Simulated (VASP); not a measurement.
Runs of VASP 6.6.1 on SiC. The structure is that of space group P-6m2 (No. 187), or close to it. The cells are those of the table. 

| task | cell | k mesh | cutoff (eV) | smearing | gap on the mesh (eV) | pressure (GPa) | relaxed volume (Å³/atom) |
| --- | --- | --- | --- | --- | --- | --- | --- |
| single point | a = 3.095, b = 3.095, c = 5.684 Å, angles 90.0, 90.0, 120.0°, 2 atoms | 6 × 6 × 4 | 520 | gaussian 0.1 eV | 2.38 | 0.1 | - |
| relaxation of cell and atoms | relaxed from a = 3.095, b = 3.095, c = 5.684 Å, angles 90.0, 90.0, 120.0°, 2 atoms | 12 × 12 × 6 | 600 | gaussian 0.02 eV | 2.08 | 0.0 | 20.24 |
| relaxation of cell and atoms | relaxed from a = 1.586, b = 1.586, c = 12.854 Å, angles 90.0, 90.0, 120.0°, 2 atoms | 12 × 12 × 2 | 600 | gaussian 0.1 eV | 2.62 | - | (b) |
| single point | a = 3.097, b = 3.097, c = 5.585 Å, angles 90.0, 90.0, 120.0°, 2 atoms | 12 × 12 × 6 | 520 | gaussian 0.02 eV | 2.35 | (a) | - |
| single point | a = 3.095, b = 3.095, c = 5.684 Å, angles 90.0, 90.0, 120.0°, 2 atoms | 12 × 12 × 2 | 520 | gaussian 0.1 eV | 2.38 | 0.1 | - |

Alike in all rows: level PBE; potentials or basis VASP PAW PBE potentials, release 64 (Si, C); no spin polarisation.

Problem. Fill in the values left out.

Solution. (a) -0.1; (b) 20.97.

Caveats: some runs use coarse meshes; the volume moved by over 15 % at a fixed basis, so the end points are rough (some runs).

A k mesh can miss the band edges.
